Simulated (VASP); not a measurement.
# Pt (P6_3/mmc) in VASP: further runs, part 2 of 2

VASP 6.6.1. Earlier steps stand in the parts before.

## (5) Relaxation of cell and atoms, PBEsol, target pressure 45 GPa, at which the enthalpy is minimised

INCAR

```
ALGO = Normal
EDIFF = 1E-6
EDIFFG = -0.02
ENCUT = 600
GGA = PS
IBRION = 2
ISIF = 3
ISMEAR = 0
LASPH = T
LCHARG = F
LREAL = F
LWAVE = F
NELM = 100
NSW = 80
PREC = Accurate
PSTRESS = 450.0
SIGMA = 0.1
```

KPOINTS

```
k-points
0
Gamma
  11 11 6
```

POSCAR

```
Pt
1.0
    2.7606700000      0.0000000000      0.0000000000
   -1.3803300000      2.3908100000      0.0000000000
    0.0000000000      0.0000000000      4.7921300000
Pt
2
Direct
    0.6666666667      0.3333333333      0.7500000000
    0.3333333333      0.6666666667      0.2500000000
```

Potentials or basis: VASP PAW PBE potentials, release 64 (Pt).

Started as:

```
$ cat potpaw_PBE.64/Pt/POTCAR > POTCAR
$ mpirun -np 1 vasp_std > vasp.out
```

OUTCAR:

```text
EDIFF = 1E-6
   EDIFFG = -0.02
   ENCUT = 600
   GGA = PS
   IBRION = 2
   ISIF = 3
   ISMEAR = 0
   LASPH = T
   LREAL = F
   NELM = 100
   NSW = 80
   PREC = Accurate
   PSTRESS = 450.0

 ion  position               nearest neighbor table
   1  0.667  0.333  0.750-   2 2.88   2 2.88   2 2.88   2 2.88   2 2.88   2 2.88
   2  0.333  0.667  0.250-   1 2.88   1 2.88   1 2.88   1 2.88   1 2.88   1 2.88

  LATTYP: Found a hexagonal cell.
 ALAT       =     2.7606700000
 C/A-ratio  =     1.7358575998

  Lattice vectors:

 A1 = (   2.7606700000,   0.0000000000,   0.0000000000)
 A2 = (  -1.3803300000,   2.3908100000,   0.0000000000)
 A3 = (   0.0000000000,   0.0000000000,   4.7921300000)

Analysis of symmetry for initial positions (statically):
=====================================================================
 Subroutine PRICEL returns:
 Original cell was already a primitive cell.

 Routine SETGRP: Setting up the symmetry group for a
 hexagonal supercell.

 Subroutine GETGRP returns: Found 24 space group operations
 (whereof 12 operations were pure point group operations)
 out of a pool of 24 trial point group operations.

The static configuration has the point symmetry D_3d.
 The point group associated with its full space group is D_6h.

Analysis of symmetry for dynamics (positions and initial velocities):
=====================================================================
 Subroutine PRICEL returns:
 Original cell was already a primitive cell.

 Routine SETGRP: Setting up the symmetry group for a
 hexagonal supercell.

 Subroutine GETGRP returns: Found 24 space group operations
 (whereof 12 operations were pure point group operations)
 out of a pool of 24 trial point group operations.
[... 143 lines left out ...]

 number of electron      20.0000015 magnetization

 Free energy of the ion-electron system (eV)
  ---------------------------------------------------
  ext. energy  EPLUGINS =         0.00000000
  ---------------------------------------------------
  free energy    TOTEN  =       -13.74743570 eV

  energy without entropy =      -13.72352176  energy(sigma->0) =      -13.73547873

------------------------ aborting loop because EDIFF is reached ----------------------------------------

  FORCE on cell =-STRESS in cart. coord.  units (eV):
  Direction    XX          YY          ZZ          XY          YZ          ZX
  --------------------------------------------------------------------------------------
  -------------------------------------------------------------------------------------
  Total       -2.1018771     -2.1018764     -2.2993941     -0.0000044      0.0000000      0.0000000
  in kB     -106.4706104   -106.4705791   -116.4758389     -0.0002227      0.0000000      0.0000000
  external PRESSURE =    -559.8056761 kB  Pullay stress =     450.0000000 kB
[... 97 lines left out ...]
  energy  without entropy=      -13.7727833003  energy(sigma->0) =      -13.78388609

  enthalpy is  TOTEN    =        -5.3456992319 eV   P V=        8.4492896472

[... ionic steps 4 to 8 ...]

--------------------------------------- Ionic step        9  -------------------------------------------

 number of electron      20.0000016 magnetization

------------------------ aborting loop because EDIFF is reached ----------------------------------------
[... 71 lines left out ...]
--------------------------------------- Ionic step       11  -------------------------------------------

 number of electron      20.0000017 magnetization

 Free energy of the ion-electron system (eV)
  ---------------------------------------------------
  ext. energy  EPLUGINS =         0.00000000
  ---------------------------------------------------
  free energy    TOTEN  =       -13.38558028 eV

  energy without entropy =      -13.36409282  energy(sigma->0) =      -13.37483655

 E-fermi :  13.4160     XC(G=0): -14.3075

 val. band max:       13.3946222600   @ k =   0.4545   0.0909   0.5000
 cond. band min:      13.4164641612   @ k =   0.4545   0.0909   0.3333
 fundamental gap:      0.0218419012
 Fermi energy:        13.4160475176

 k-point     1 :       0.0000    0.0000    0.0000
  band No.  band energies     occupation
      1       1.7841      2.00000
      2       4.6595      2.00000
      3       8.5061      2.00000
      4       8.9830      2.00000
      5       8.9831      2.00000
      6       9.5211      2.00000
      7       9.5211      2.00000
      8      10.8434      2.00000
      9      10.8434      2.00000
     10      12.0739      2.00000
     11      13.0970      1.99999
     12      13.0970      1.99999
     13      19.5393      0.00000
     14      27.9739      0.00000
[... 377 lines left out ...]
      1       4.1098      2.00000
      2       6.2935      2.00000
      3       7.5741      2.00000
      4       7.7817      2.00000
      5       8.5937      2.00000
      6       9.2921      2.00000
      7      10.0894      2.00000
      8      10.4954      2.00000
      9      11.2809      2.00000
     10      11.4503      2.00000
     11      13.1870      1.99880
     12      16.6238      0.00000
     13      21.6531      0.00000
     14      27.8490      0.00000

 [... further k-points ...]
[... 5 lines left out ...]
  --------------------------------------------------------------------------------------
  -------------------------------------------------------------------------------------
  Total        7.5625879      7.5625851      7.5555758      0.0000200      0.0000000      0.0000000
  in kB      450.1899364    450.1897688    449.7725185      0.0011927      0.0000000      0.0000000
  external PRESSURE =       0.0507412 kB  Pullay stress =     450.0000000 kB
[... 21 lines left out ...]
  energy  without entropy=      -13.3640928167  energy(sigma->0) =      -13.37483655

  enthalpy is  TOTEN    =        -5.8261830552 eV   P V=        7.5593972231

 reached required accuracy - stopping structural energy minimisation
```

It took 1.9 min on 1 thread of AMD EPYC 9R45 (Zen 5), shared host; peak memory 0.17 GiB.

What came out:

| Property | Result |
| --- | --- |
| Free energy | -13.3856 eV |
| Relaxed volume | 13.46 Å³/atom |
| Relaxed cell | a = 2.638 Å, b = 2.638 Å, c = 4.467 Å, α = 90.00°, β = 90.00°, γ = 120.00° |
| Space group after relaxing (to 0.05 Å) | P6_3/mmc (No. 194) |
| Energy change on relaxing (the enthalpy is what falls) | +180.9 meV/atom |
| Ionic steps | 11 |
| Pressure after relaxing | 45.0 GPa |
| Band gap on the k mesh | zero (band 10 reaches 13.88 eV, above the bottom of band 11 at 12.35 eV) |

Step by step:
| step | energy change (eV) | largest force (eV/Å) | pressure (GPa) | volume (Å³) |
| --- | --- | --- | --- | --- |
| 1 | 0.0000 | 0.0000 | -10.98 | 31.63 |
| 2 | 53.8530 | 0.0000 | 2186.64 | 12.48 |
| 3 | -0.0476 | 0.0000 | 1.86 | 30.08 |
| 4 | 0.0007 | 0.0000 | 13.33 | 29.03 |
| 5 | 0.4522 | 0.0000 | 50.79 | 26.66 |
| 6 | 0.3542 | 0.0000 | 44.41 | 26.99 |
| 7 | 0.3790 | 0.0000 | 46.05 | 26.90 |
| 8 | 0.3983 | 0.0000 | 47.08 | 26.80 |
| 9 | 0.3845 | 0.0000 | 46.52 | 26.84 |
| 10 | 0.2810 | 0.0000 | 39.39 | 27.22 |
| 11 | 0.3619 | 0.0000 | 45.01 | 26.91 |

Final structure:
```
CELL_PARAMETERS angstrom
2.63760 0.00000 0.00000
-1.31879 2.28423 0.00000
0.00000 0.00000 4.46722
ATOMIC_POSITIONS crystal
Pt 0.66667 0.33333 0.75000
Pt 0.33333 0.66667 0.25000
```

Caveat: the cell is relaxed towards a set pressure, so the enthalpy falls and the energy may rise; the PAW data sets were made with another functional, which shifts forces and pressure a little; spin-orbit coupling is left out, which moves the levels of the heavy elements.

## (6) Summary

```tsv
cell	gap on the mesh (eV)	pressure (GPa)
relaxed	none	0.0
relaxed to 15 GPa	none	15.2
relaxed to 30 GPa	none	30.0
relaxed to 45 GPa	none	45.0
```

Alike in all rows: task relaxation of cell and atoms; level PBEsol; potentials or basis VASP PAW PBE potentials, release 64 (Pt); no spin polarisation; k mesh 11 × 11 × 6; cutoff (eV) 600; smearing gaussian 0.1 eV.

Caveats: the PAW data sets were made with another functional, which shifts forces and pressure a little; spin-orbit coupling is left out, which moves the levels of the heavy elements; the cell is relaxed towards a set pressure, so the enthalpy falls and the energy may rise (some runs).

Absolute energies hang on the potentials; compare differences alone.
